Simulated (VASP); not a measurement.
# Tl (Fm-3m) in VASP: a series of runs

The runs below take Tl through single point, with PBE+D3(BJ).

All numbers are computed with VASP 6.6.1; they aren't measurements. Logs are shortened: lines on timing, memory, paths and dates and some standing lists are left out, and cuts for length are marked.

## Step 1: The cell of the first run

The structure is cubic, space group Fm-3m (No. 225). The conventional cell has a = 4.692 Å, b = 4.692 Å, c = 4.692 Å, α = 90.00°, β = 90.00°, γ = 90.00°. Tl (site symmetry m-3m) has 12 Tl at 3.32 Å within 4.4 Å.

This isn't the form of Tl at room conditions, which is hcp.

## Step 2: Single point, PBE+D3(BJ) (25.83 Å³/atom)

File INCAR:

```
  ALGO = Fast
  EDIFF = 1E-7
  ENCUT = 520
  GGA = PE
  ISIF = 2
  ISMEAR = 0
  IVDW = 12
  LASPH = T
  LCHARG = T
  LELF = T
  LREAL = F
  LVHAR = T
  LWAVE = F
  NBANDS = 12
  NELM = 100
  PREC = Accurate
  SIGMA = 0.1
```

File KPOINTS:

```
k-points
0
Gamma
  14 14 14
```

File POSCAR:

```
Tl
1.0
    0.0000000000      2.3461417605      2.3461417605
    2.3461417605      0.0000000000      2.3461417605
    2.3461417605      2.3461417605      0.0000000000
Tl
1
Direct
    0.0000000000      0.0000000000      0.0000000000
```

Potentials or basis: VASP PAW PBE potentials, release 64 (Tl_d).

Run with:

```sh
$ cat potpaw_PBE.64/Tl_d/POTCAR > POTCAR
$ mpirun -np 1 vasp_std > vasp.out
```

OUTCAR:

```text
EDIFF = 1E-7
   ENCUT = 520
   GGA = PE
   ISIF = 2
   ISMEAR = 0
   IVDW = 12
   LASPH = T
   LREAL = F
   NELM = 100
   PREC = Accurate
 IVDW          = 12

 ion  position               nearest neighbor table
   1  0.000  0.000  0.000-

  LATTYP: Found a face centered cubic cell.
 ALAT       =     4.6922835210

  Lattice vectors:

 A1 = (   0.0000000000,   2.3461417605,   2.3461417605)
 A2 = (   2.3461417605,   0.0000000000,   2.3461417605)
 A3 = (   2.3461417605,   2.3461417605,   0.0000000000)

Analysis of symmetry for initial positions (statically):
=====================================================================
 Subroutine PRICEL returns:
 Original cell was already a primitive cell.

 Routine SETGRP: Setting up the symmetry group for a
 face centered cubic supercell.

 Subroutine GETGRP returns: Found 48 space group operations
 (whereof 48 operations were pure point group operations)
 out of a pool of 48 trial point group operations.

The static configuration has the point symmetry O_h .

Analysis of symmetry for dynamics (positions and initial velocities):
=====================================================================
 Subroutine PRICEL returns:
 Original cell was already a primitive cell.

 Routine SETGRP: Setting up the symmetry group for a
 face centered cubic supercell.

 Subroutine GETGRP returns: Found 48 space group operations
 (whereof 48 operations were pure point group operations)
 out of a pool of 48 trial point group operations.

The dynamic configuration has the point symmetry O_h .

 Subroutine INISYM returns: Found 48 space group operations
 (whereof 48 operations are pure point group operations),
 and found     1 'primitive' translations

----------------------------------------------------------------------------------------

                                     Primitive cell

  volume of cell :      25.8281

  direct lattice vectors                    reciprocal lattice vectors
     0.000000000  2.346141761  2.346141761    -0.213115852  0.213115852  0.213115852
     2.346141761  0.000000000  2.346141761     0.213115852 -0.213115852  0.213115852
     2.346141761  2.346141761  0.000000000     0.213115852  0.213115852 -0.213115852

  length of vectors
     3.317945497  3.317945497  3.317945497     0.369127483  0.369127483  0.369127483

  position of ions in fractional coordinates (direct lattice)
     0.000000000  0.000000000  0.000000000

  ion indices of the primitive-cell ions
   primitive index   ion index
                 1           1

----------------------------------------------------------------------------------------

 KPOINTS: k-points

Automatic generation of k-mesh.
 Grid dimensions read from file:
 generate k-points for:   14   14   14

 Generating k-lattice:

  Cartesian coordinates                     Fractional coordinates (reciprocal lattice)
    -0.015222561  0.015222561  0.015222561     0.071428571  0.000000000  0.000000000
     0.015222561 -0.015222561  0.015222561     0.000000000  0.071428571  0.000000000
     0.015222561  0.015222561 -0.015222561     0.000000000  0.000000000  0.071428571

  Length of vectors
     0.026366249  0.026366249  0.026366249

  Shift w.r.t. Gamma in fractional coordinates (k-lattice)
     0.000000000  0.000000000  0.000000000

 Subroutine IBZKPT returns following result:
 ===========================================

 Found    104 irreducible k-points:

 Following reciprocal coordinates:
            Coordinates               Weight
  0.000000  0.000000  0.000000      1.000000
  0.071429  0.000000  0.000000      8.000000
  0.142857  0.000000  0.000000      8.000000
  0.214286  0.000000  0.000000      8.000000
  0.285714  0.000000  0.000000      8.000000
  0.357143  0.000000  0.000000      8.000000
[... 16 lines left out ...]
  0.214286  0.142857  0.000000     24.000000
  0.285714  0.142857  0.000000     24.000000
 [... further k-points ...]
   k-points           NKPTS =    104   k-points in BZ     NKDIM =    104   number of bands    NBANDS=     12
   number of dos      NEDOS =    301   number of ions     NIONS =      1
   total plane-waves  NPLWV =  21952
   dimension x,y,z NGX =    28 NGY =   28 NGZ =   28
   dimension x,y,z NGXF=    56 NGYF=   56 NGZF=   56
   ions per type =               1
   NGX,Y,Z   is equivalent  to a cutoff of  14.03, 14.03, 14.03 a.u.
   NGXF,Y,Z  is equivalent  to a cutoff of  28.06, 28.06, 28.06 a.u.
 SYSTEM =  unknown system
   PREC   = accura    normal or accurate (medium, high low for compatibility)
   ISTART =      0    job   : 0-new  1-cont  2-samecut
   ICHARG =      2    charge: 1-file 2-atom 10-const
   ISPIN  =      1    spin polarized calculation?
   LNONCOLLINEAR =      F non collinear calculations
   LSORBIT =      F    spin-orbit coupling
   LASPH  =      T    aspherical Exc in radial PAW
   ENCUT  =  520.0 eV  38.22 Ry    6.18 a.u.   6.17  6.17  6.17*2*pi/ulx,y,z
   NELM   =    100;   NELMIN=  2; NELMDL= -5     # of ELM steps
   EDIFF  = 0.1E-06   stopping-criterion for ELM
   LREAL  =      F    real-space projection
   EDIFFG = 0.1E-05   stopping-criterion for IOM
   NSW    =      0    number of steps for IOM
   IBRION =     -1    ionic relax: 0-MD 1-quasi-New 2-CG
   NFREE  =      0    steps in history (QN), initial steepest desc. (CG)
   ISIF   =      2    stress and relaxation
   ISYM   =      2    0-nonsym 1-usesym 2-fastsym
   POTIM  = 0.5000    time-step for ionic-motion
   TEBEG  =    0.0;   TEEND  =   0.0 temperature during run
   PSTRESS=    0.0 pullay stress
   NELECT =      13.0000    total number of electrons
   NUPDOWN=      -1.0000    fix difference up-down
   EMIN   =  10.00;   EMAX   =-10.00  energy-range for DOS
   EFERMI =   0.00;   METHOD = LEGACY
   ISMEAR =     0;   SIGMA  =   0.10  broadening in eV -4-tet -1-fermi 0-gaus
   EFERMI_NEDOS =   21; number of points for ismear=-14 and -15
   IALGO  =     68    algorithm
   IMIX   =      4    mixing-type and parameters
     AMIX     =   0.40;   BMIX     =  1.00
     AMIX_MAG =   1.60;   BMIX_MAG =  1.00
  volume/ion in A,a.u.               =      25.83       174.30
  Fermi-wavevector in a.u.,A,eV,Ry     =   1.302242  2.460881 23.073226  1.695834
  Thomas-Fermi vector in A             =   2.433323
   LORBIT       =      0    0 simple, 1 ext, 2 COOP (PROOUT), +10 PAW based schemes
   GGA     = PE    functional components
   LHFCALC =     F    Hartree Fock is set to
   AEXX    =    0.0000 exact exchange contribution
   IVDW    =    12    specifies the selected vdW correction
   LEPSILON=     F    determine dielectric tensor
   LRPA    =     F    only Hartree local field effects (RPA)
 non-spin polarized calculation
 RMM-DIIS sequential band-by-band and
 Gauss-broadening in eV      SIGMA  =   0.10
  energy-cutoff  :      520.00
  volume of cell :       25.83
 maximum number of plane-waves:       725
 NGX is ok and might be reduce to    28
   NGX = 13   NGY = 13   NGZ = 13

 number of electron      12.9999998 magnetization

 Free energy of the ion-electron system (eV)
  ---------------------------------------------------
  ext. energy  EPLUGINS =         0.00000000
  ---------------------------------------------------
  free energy    TOTEN  =        -2.09207716 eV

  energy without entropy =       -2.08931837  energy(sigma->0) =       -2.09069777

 E-fermi :   7.6703     XC(G=0): -10.7113

 val. band max:        7.6657210718   @ k =  -0.2857   0.4286   0.1429
 cond. band min:       7.7019929236   @ k =  -0.3571   0.4286   0.2143
 fundamental gap:      0.0362718518
 Fermi energy:         7.6702953221

 k-point     1 :       0.0000    0.0000    0.0000
  band No.  band energies     occupation
      1      -4.0646      2.00000
      2      -4.0646      2.00000
      3      -4.0646      2.00000
      4      -3.7071      2.00000
      5      -3.7071      2.00000
      6      -3.0744      2.00000
      7      18.7811      0.00000
      8      18.8718      0.00000
      9      18.8718      0.00000
     10      18.8718      0.00000
     11      23.2718      0.00000
     12      23.8660      0.00000

 k-point     2 :       0.0714    0.0000    0.0000
  band No.  band energies     occupation
      1      -4.0717      2.00000
      2      -4.0471      2.00000
      3      -4.0471      2.00000
      4      -3.7102      2.00000
      5      -3.7102      2.00000
      6      -2.9534      2.00000
      7      17.4407      0.00000
      8      18.7604      0.00000
      9      18.7604      0.00000
     10      18.8220      0.00000
     11      23.3619      0.00000
     12      23.9877      0.00000

 k-point     3 :       0.1429    0.0000    0.0000
  band No.  band energies     occupation
      1      -4.1037      2.00000
      2      -4.0071      2.00000
      3      -4.0071      2.00000
      4      -3.7088      2.00000
      5      -3.7088      2.00000
      6      -2.5765      2.00000
      7      14.9399      0.00000
      8      18.4515      0.00000
      9      18.4515      0.00000
     10      18.8804      0.00000
     11      22.8343      0.00000
     12      23.9045      0.00000
[... 286 lines left out ...]
 k-point    23 :       0.2143    0.1429    0.0000
  band No.  band energies     occupation
      1      -4.1897      2.00000
      2      -3.9045      2.00000
      3      -3.8829      2.00000
      4      -3.8633      2.00000
      5      -3.6172      2.00000
      6      -1.9458      2.00000
      7      14.2617      0.00000
      8      16.0244      0.00000
      9      16.8023      0.00000
     10      18.6608      0.00000
     11      19.4858      0.00000
     12      25.0056      0.00000

 k-point    24 :       0.2857    0.1429    0.0000
  band No.  band energies     occupation
      1      -4.2181      2.00000
      2      -3.9493      2.00000
      3      -3.8637      2.00000
      4      -3.8203      2.00000
      5      -3.5479      2.00000
      6      -1.2117      2.00000
      7      11.7648      0.00000
      8      15.5015      0.00000
      9      16.2676      0.00000
     10      18.2193      0.00000
     11      20.3878      0.00000
     12      24.6907      0.00000

 [... further k-points ...]

------------------------ aborting loop because EDIFF is reached ----------------------------------------

 Edisp (eV)   -0.38115

 E8    (eV) :    -0.1996

  FORCE on cell =-STRESS in cart. coord.  units (eV):
  Direction    XX          YY          ZZ          XY          YZ          ZX
  --------------------------------------------------------------------------------------
  -------------------------------------------------------------------------------------
  Total       0.95108     0.95108     0.95108     0.00000     0.00000     0.00000
  in kB      58.99786    58.99786    58.99786     0.00000     0.00000     0.00000
  external pressure =       59.00 kB  Pullay stress =        0.00 kB

 VOLUME and BASIS-vectors are now :
 -----------------------------------------------------------------------------
  energy-cutoff  :      520.00
  volume of cell :       25.83
      direct lattice vectors                 reciprocal lattice vectors
     0.000000000  2.346141761  2.346141761    -0.213115852  0.213115852  0.213115852
     2.346141761  0.000000000  2.346141761     0.213115852 -0.213115852  0.213115852
     2.346141761  2.346141761  0.000000000     0.213115852  0.213115852 -0.213115852

 POSITION                                       TOTAL-FORCE (eV/Angst)
 -----------------------------------------------------------------------------------
      0.00000      0.00000      0.00000        -0.000000      0.000000      0.000000
 -----------------------------------------------------------------------------------
    total drift:                               -0.000000     -0.000000     -0.000000

  FREE ENERGIE OF THE ION-ELECTRON SYSTEM (eV)
  ---------------------------------------------------
  free  energy   TOTEN  =        -2.4732318990 eV

  energy  without entropy=       -2.4704731085  energy(sigma->0) =       -2.47185250
```

Wall time 28 s (1 thread of Intel Xeon Platinum 8488C (Sapphire Rapids), shared host); peak memory 0.18 GiB.

Results:

```
Free energy                : -2.4732 eV
Pressure                   : 5.9 GPa
Band gap on the k mesh     : zero (an odd number of electrons rules out a gap without spin polarisation)
Dispersion energy per atom : -0.381 eV
```

Caveat: the cell stands under pressure; spin-orbit coupling is left out, which moves the levels of the heavy elements.

## Step 3: Single point, PBE+D3(BJ) (26.71 Å³/atom)

This run uses another cell than the first one, of 26.71 Å³/atom.

File INCAR:

```
PREC = Accurate
ENCUT = 520
EDIFF = 1E-6
ISMEAR = 0
SIGMA = 0.1
LREAL = False
LASPH = True
NELM = 60
ALGO = Normal
ISIF = 2
LWAVE = False
LCHARG = False
GGA = PE
IVDW = 12
NBANDS = 12
```

File KPOINTS:

```
Automatic mesh
0
Gamma
  14 14 14
```

File POSCAR:

```
Tl
1.0
    0.0000000000      2.3725051105      2.3725051105
    2.3725051105      0.0000000000      2.3725051105
    2.3725051105      2.3725051105      0.0000000000
Tl
1
Direct
    0.0000000000      0.0000000000      0.0000000000
```

Potentials or basis: VASP PAW PBE potentials, release 64 (Tl_d).

Run with:

```sh
$ cat potpaw_PBE.64/Tl_d/POTCAR > POTCAR
$ mpirun -np 1 vasp_std > vasp.out
```

It took 19 s on 1 thread of Intel Xeon Platinum 8488C (Sapphire Rapids), shared host; peak memory 0.18 GiB.

Results (log left out):

```yaml
Free_energy: -2.5006 eV
Pressure: 3.9 GPa
Band_gap_on_the_k_mesh: zero (an odd number of electrons rules out a gap without spin polarisation)
Dispersion_energy_per_atom: -0.368 eV
```

Levels at points of the mesh, in eV from the Fermi level:
```csv
k point,band 2,band 3,band 4,band 5,band 6,band 7,band 8,band 9,band 10,band 11
"(0.00, 0.00, 0.00)",-11.68,-11.68,-11.35,-11.35,-10.49,10.91,10.91,10.91,11.08,15.21
"(0.50, 0.00, 0.00)",-11.66,-11.66,-11.06,-11.06,-5.25,-3.17,8.72,8.72,10.50,13.39
"(0.50, 0.50, 0.00)",-12.00,-11.08,-10.98,-10.98,-3.38,-2.01,4.23,4.23,7.93,9.36
```

Caveat: the cell stands under pressure; spin-orbit coupling is left out, which moves the levels of the heavy elements.

## Step 4: Single point, PBE+D3(BJ) (27.59 Å³/atom)

This run uses another cell than the first one, of 27.59 Å³/atom.

File INCAR:

```
ALGO = Normal ; EDIFF = 1E-6
ENCUT = 520 ; GGA = PE
ISIF = 2 ; ISMEAR = 0
IVDW = 12 ; LASPH = T
LCHARG = F ; LREAL = F
LWAVE = F ; NBANDS = 12
NELM = 60 ; PREC = Accurate
SIGMA = 0.1
```

File KPOINTS:

```
k-points
0
Gamma
  14 14 14
```

File POSCAR:

```
Tl
1.0
    0.0000000000      2.3982952300      2.3982952300
    2.3982952300      0.0000000000      2.3982952300
    2.3982952300      2.3982952300      0.0000000000
Tl
1
Direct
    0.0000000000      0.0000000000      0.0000000000
```

Run with:

```sh
$ cat potpaw_PBE.64/Tl_d/POTCAR > POTCAR
$ mpirun -np 1 vasp_std > vasp.out
```

It took 21 s on 1 thread of Intel Xeon Platinum 8488C (Sapphire Rapids), shared host; peak memory 0.18 GiB.

It converged, with:

- Free energy: -2.5182 eV
- Pressure: 2.3 GPa
- Band gap on the k mesh: zero (an odd number of electrons rules out a gap without spin polarisation)
- Dispersion energy per atom: -0.356 eV

Levels at points of the mesh, in eV from the Fermi level:
```
           k point  band 4  band 5  band 6  band 7  band 8  band 9
(0.00, 0.00, 0.00)  -11.32  -11.32  -10.26   10.63   10.63   10.63
(0.50, 0.00, 0.00)  -11.05  -11.05   -5.27   -3.03    8.49    8.49
(0.50, 0.50, 0.00)  -10.98  -10.98   -3.47   -1.90    4.16    4.16
```

Caveat: spin-orbit coupling is left out, which moves the levels of the heavy elements.

## Step 5: Overview

```csv
cell,gap on the mesh (eV),pressure (GPa)
"a = 3.318 Å, angles 60.0°, 1 atom",none,5.9
"a = 3.355 Å, angles 60.0°, 1 atom",none,3.9
"a = 3.392 Å, angles 60.0°, 1 atom",none,2.3
```

Alike in all rows: task single point; level PBE+D3(BJ); potentials or basis VASP PAW PBE potentials, release 64 (Tl_d); no spin polarisation; k mesh 14 × 14 × 14; cutoff (eV) 520; smearing gaussian 0.1 eV.

Caveats: spin-orbit coupling is left out, which moves the levels of the heavy elements; the cell stands under pressure (at least some runs).

Absolute energies hang on the potentials; compare differences alone.
